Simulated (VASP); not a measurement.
# C (P4/mmm) in VASP: a series of runs, part 2 of 2

VASP 6.6.1.

**3. Single point, PBEsol-based global hybrid**

This run uses another cell than the first one, of 23.22 Å³/atom, 0.993 times its volume.

POSCAR reads:

```
C
1.0
    4.2551700000      0.0000000000      0.0000000000
    0.0000000000      4.2551700000      0.0000000000
    0.0000000000      0.0000000000      1.2822900000
C
1
Direct
    0.5000000000      0.5000000000      0.5000000000
```

INCAR.step1 reads:

```
PREC     = Accurate       # precision mode
ENCUT    = 520            # plane-wave cutoff, eV
EDIFF    = 1E-5           # SCF threshold, eV
ISMEAR   = -1             # smearing method
SIGMA    = 0.05           # smearing width, eV
LREAL    = False          # projectors in reciprocal space
LASPH    = True           # aspherical terms in the spheres
NELM     = 100            # most SCF steps
ALGO     = Normal         # electronic algorithm
ISIF     = 2              # what is computed and relaxed
LWAVE    = True           # write WAVECAR
LCHARG   = False          # write CHGCAR
GGA      = PE             # functional
NBANDS   = 8              # bands
```

INCAR.step2 reads:

```
PREC     = Accurate       # precision mode
ENCUT    = 520            # plane-wave cutoff, eV
EDIFF    = 1E-6           # SCF threshold, eV
ISMEAR   = -1             # smearing method
SIGMA    = 0.05           # smearing width, eV
LREAL    = False          # projectors in reciprocal space
LASPH    = True           # aspherical terms in the spheres
NELM     = 100            # most SCF steps
ALGO     = Normal         # electronic algorithm
ISIF     = 2              # what is computed and relaxed
LWAVE    = False          # write WAVECAR
LCHARG   = False          # write CHGCAR
GGA      = PS             # functional
LHFCALC  = True           # exact exchange
AEXX     = 0.25           # exact-exchange fraction
PRECFOCK = Normal       
ISTART   = 1            
NBANDS   = 8              # bands
```

KPOINTS reads:

```
Automatic mesh
0
Gamma
  3 3 10
```

Potentials or basis: VASP PAW PBE potentials, release 64 (C).

Run with:

```console
> cat potpaw_PBE.64/C/POTCAR > POTCAR
> cp INCAR.step1 INCAR
> mpirun -np 1 vasp_std > vasp.out
> cp INCAR.step2 INCAR
> mpirun -np 1 vasp_std > vasp.out
```

OUTCAR:

```text
PREC = Accurate
   ENCUT = 520
   EDIFF = 1E-6
   ISMEAR = -1
   LREAL = False
   LASPH = True
   NELM = 100
   ISIF = 2
   GGA = PS
   LHFCALC = True
   AEXX = 0.25
   PRECFOCK = Normal
   ISTART = 1

 ion  position               nearest neighbor table
   1  0.500  0.500  0.500-

  LATTYP: Found a simple tetragonal cell.
 ALAT       =     4.2551700000
[... 379 lines left out ...]
      3      11.2081      0.00000
      4      11.2097      0.00000
      5      21.8947      0.00000
      6      22.1091      0.00000
      7      27.2889      0.00000
      8      28.0565      0.00000

------------------------ aborting loop because EDIFF is reached ----------------------------------------

  FORCE on cell =-STRESS in cart. coord.  units (eV):
  Direction    XX          YY          ZZ          XY          YZ          ZX
  --------------------------------------------------------------------------------------
  -------------------------------------------------------------------------------------
  Total       -0.0113322     -0.0113322     -1.3731913      0.0000000      0.0000000      0.0000000
  in kB       -0.7819939     -0.7819939    -94.7592312      0.0000000      0.0000000      0.0000000
  external PRESSURE =     -32.1077397 kB  Pullay stress =       0.0000000 kB

 VOLUME and BASIS-vectors are now :
 -----------------------------------------------------------------------------
  energy-cutoff  :      520.00
  volume of cell :       23.22
      direct lattice vectors                 reciprocal lattice vectors
     4.255170000  0.000000000  0.000000000     0.235008237  0.000000000  0.000000000
     0.000000000  4.255170000  0.000000000     0.000000000  0.235008237  0.000000000
     0.000000000  0.000000000  1.282290000     0.000000000  0.000000000  0.779854791

 POSITION                                       TOTAL-FORCE (eV/Angst)
 -----------------------------------------------------------------------------------
      2.12758      2.12758      0.64114         0.000000      0.000000      0.000000
 -----------------------------------------------------------------------------------
    total drift:                               -0.000000      0.000000     -0.000000

  FREE ENERGIE OF THE ION-ELECTRON SYSTEM (eV)
  ---------------------------------------------------
  free  energy   TOTEN  =       -10.3847104216 eV

  energy  without entropy=      -10.3847104215  energy(sigma->0) =      -10.38471042
```

OUTCAR.step1:

```text
PREC = Accurate
   ENCUT = 520
   EDIFF = 1E-5
   ISMEAR = -1
   LREAL = False
[... 406 lines left out ...]

 POSITION                                       TOTAL-FORCE (eV/Angst)
 -----------------------------------------------------------------------------------
      2.12758      2.12758      0.64114         0.000000      0.000000      0.000000
 -----------------------------------------------------------------------------------
    total drift:                                0.000000     -0.000000      0.000000

  FREE ENERGIE OF THE ION-ELECTRON SYSTEM (eV)
  ---------------------------------------------------
  free  energy   TOTEN  =        -8.3924173566 eV

  energy  without entropy=       -8.3924173566  energy(sigma->0) =       -8.39241736
```

OSZICAR.step1:

```text
N       E                     dE             d eps       ncg     rms          rms(c)
DAV:   1     0.458965849703E+00    0.45897E+00   -0.23854E+03   304   0.417E+02
DAV:   2    -0.909135045606E+01   -0.95503E+01   -0.93851E+01   368   0.604E+01
DAV:   3    -0.923727584402E+01   -0.14593E+00   -0.14593E+00   360   0.913E+00
DAV:   4    -0.923775760639E+01   -0.48176E-03   -0.48176E-03   416   0.515E-01
DAV:   5    -0.923776012583E+01   -0.25194E-05   -0.25194E-05   392   0.274E-02    0.493E+00
DAV:   6    -0.856922159710E+01    0.66854E+00   -0.92679E-01   320   0.455E+00    0.272E+00
DAV:   7    -0.839086253080E+01    0.17836E+00   -0.73863E-01   352   0.399E+00    0.883E-01
DAV:   8    -0.839270694268E+01   -0.18444E-02   -0.82328E-03   320   0.593E-01    0.125E-01
DAV:   9    -0.839235851886E+01    0.34842E-03   -0.85742E-04   328   0.139E-01    0.775E-02
DAV:  10    -0.839243716690E+01   -0.78648E-04   -0.79727E-04   288   0.133E-01    0.602E-02
DAV:  11    -0.839241817099E+01    0.18996E-04   -0.74769E-05   376   0.417E-02    0.447E-03
DAV:  12    -0.839241735659E+01    0.81441E-06   -0.29581E-06   288   0.132E-02
   1 F= -.83924174E+01 E0= -.83924174E+01  d E =-.293630E-10
```

Run time: 33 s. Hardware: 1 thread of Intel Xeon Platinum 8375C at 2.90GHz (Ice Lake), shared host; peak memory 0.12 GiB.

Results:

- Free energy: -10.3847 eV
- Pressure: -3.2 GPa
- Band gap on the k mesh: zero (band 2 reaches 8.30 eV, above the bottom of band 3 at -8.79 eV)

Levels at points of the mesh, in eV from the Fermi level:
```csv
k point,band 1,band 2,band 3,band 4,band 5,band 6
"(0.00, 0.00, 0.00)",-17.64,-5.32,-5.32,5.89,10.25,15.04
"(0.00, 0.00, 0.50)",-9.59,11.41,14.50,14.50,26.30,26.30
```

Caveat: the k points lie up to 0.49 Å⁻¹ apart; the PAW data sets were made with another functional, which shifts forces and pressure a little.

**4. Single point, PBEsol-based global hybrid**

This run uses another cell than the first one, of 23.00 Å³/atom, 0.983 times its volume.

POSCAR reads:

```
C
1.0
    4.2576061766      0.0000000000      0.0000000000
    0.0000000000      4.2576061766      0.0000000000
    0.0000000000      0.0000000000      1.2686606915
C
1
Direct
    0.5000000000      0.5000000000      0.5000000000
```

INCAR.step1 reads:

```
SYSTEM = C
  PREC = Accurate
  ENCUT = 520
  EDIFF = 1E-5
  ISMEAR = -1
  SIGMA = 0.05
  LREAL = .FALSE.
  LASPH = .TRUE.
  NELM = 100
  ALGO = Normal
  ISIF = 2
  LWAVE = .TRUE.
  LCHARG = .FALSE.
  GGA = PE
  NBANDS = 8
```

INCAR.step2 reads:

```
SYSTEM = C
  PREC = Accurate
  ENCUT = 520
  EDIFF = 1E-6
  ISMEAR = -1
  SIGMA = 0.05
  LREAL = .FALSE.
  LASPH = .TRUE.
  NELM = 100
  ALGO = Normal
  ISIF = 2
  LWAVE = .FALSE.
  LCHARG = .FALSE.
  GGA = PS
  LHFCALC = .TRUE.
  AEXX = 0.25
  PRECFOCK = Normal
  ISTART = 1
  NBANDS = 8
```

KPOINTS reads:

```
regular mesh
0
G
  3 3 10
  0 0 0
```

Run with:

```console
> cat potpaw_PBE.64/C/POTCAR > POTCAR
> cp INCAR.step1 INCAR
> mpirun -np 1 vasp_std > vasp.out
> cp INCAR.step2 INCAR
> mpirun -np 1 vasp_std > vasp.out
```

Wall time 34 s (1 thread of Intel Xeon Platinum 8375C at 2.90GHz (Ice Lake), shared host); peak memory 0.12 GiB.

Results (log left out):

```
Free energy            : -10.3919 eV
Pressure               : 0.0 GPa
Band gap on the k mesh : zero (band 2 reaches 8.88 eV, above the bottom of band 3 at -8.88 eV)
```

Stress tensor (GPa, compression positive):
```
-0.08  0.00  0.00
 0.00 -0.08  0.00
 0.00  0.00  0.09
```

Levels at points of the mesh, in eV from the Fermi level:
| k point | band 1 | band 2 | band 3 | band 4 | band 5 | band 6 | band 7 |
| --- | --- | --- | --- | --- | --- | --- | --- |
| (0.00, 0.00, 0.00) | -17.64 | -5.34 | -5.34 | 5.97 | 10.34 | 15.11 | 15.11 |
| (0.00, 0.00, 0.50) | -9.60 | 12.06 | 15.00 | 15.00 | 26.77 | 26.77 | 27.79 |

Caveat: the k points lie up to 0.50 Å⁻¹ apart; the PAW data sets were made with another functional, which shifts forces and pressure a little.

**5. Single point, B3LYP**

This run uses another cell than the first one, of 23.22 Å³/atom, 0.993 times its volume.

POSCAR reads:

```
C
1.0
    4.2551700000      0.0000000000      0.0000000000
    0.0000000000      4.2551700000      0.0000000000
    0.0000000000      0.0000000000      1.2822900000
C
1
Direct
    0.5000000000      0.5000000000      0.5000000000
```

INCAR.step1 reads:

```
  PREC = Accurate
  ENCUT = 520
  EDIFF = 1E-5
  ISMEAR = -1
  SIGMA = 0.05
  LREAL = False
  LASPH = True
  NELM = 80
  ALGO = Normal
  ISIF = 2
  LWAVE = True
  GGA = PE
  NBANDS = 8
```

INCAR.step2 reads:

```
  PREC = Accurate
  ENCUT = 520
  EDIFF = 1E-6
  ISMEAR = -1
  SIGMA = 0.05
  LREAL = False
  LASPH = True
  NELM = 80
  ALGO = Normal
  ISIF = 2
  LWAVE = False
  LCHARG = True
  GGA = B3
  LHFCALC = True
  AEXX = 0.2
  AGGAX = 0.72
  AGGAC = 0.81
  ALDAC = 0.19
  PRECFOCK = Normal
  LELF = True
  LVHAR = True
  ISTART = 1
  NBANDS = 8
```

KPOINTS reads:

```
regular mesh
0
Gamma
  3 3 10
```

Run with:

```console
> cat potpaw_PBE.64/C/POTCAR > POTCAR
> cp INCAR.step1 INCAR
> mpirun -np 1 vasp_std > vasp.out
> cp INCAR.step2 INCAR
> mpirun -np 1 vasp_std > vasp.out
```

It took 38 s on 1 thread of Intel Xeon Platinum 8375C at 2.90GHz (Ice Lake), shared host; peak memory 0.13 GiB.

It converged, with:

| Quantity | Value |
| --- | --- |
| Free energy | -9.5144 eV |
| Pressure | -3.0 GPa |
| Band gap on the k mesh | zero (band 2 reaches 8.19 eV, above the bottom of band 3 at -8.30 eV) |

Stress tensor (GPa, compression positive):
```
 0.11  0.00  0.00
 0.00  0.11  0.00
 0.00  0.00 -9.09
```

Levels at points of the mesh, in eV from the Fermi level:
| k point | band 1 | band 2 | band 3 | band 4 | band 5 |
| --- | --- | --- | --- | --- | --- |
| (0.00, 0.00, 0.00) | -17.33 | -5.21 | -5.21 | 5.33 | 9.71 |
| (0.00, 0.00, 0.50) | -9.62 | 10.91 | 13.81 | 13.81 | 25.86 |

Caveat: the k points lie up to 0.49 Å⁻¹ apart; the PAW data sets were made with another functional, which shifts forces and pressure a little.

**6. Overview**

```tsv
level	cell	share of exact exchange	gap on the mesh (eV)	pressure (GPa)
PBE0	a = 4.292, b = 4.292, c = 1.270 Å, 1 atom	-	none	0.0
PBEsol-based global hybrid	a = 4.255, b = 4.255, c = 1.282 Å, 1 atom	0.25	none	-3.2
PBEsol-based global hybrid	a = 4.258, b = 4.258, c = 1.269 Å, 1 atom	0.25	none	0.0
B3LYP	a = 4.255, b = 4.255, c = 1.282 Å, 1 atom	-	none	-3.0
```

Alike in all rows: task single point; potentials or basis VASP PAW PBE potentials, release 64 (C); no spin polarisation; k mesh 3 × 3 × 10; cutoff (eV) 520; smearing fermi-dirac 0.05 eV.

Caveats: all runs use coarse meshes; the PAW data sets were made with another functional, which shifts forces and pressure a little.

Absolute energies hang on the potentials; compare differences alone.
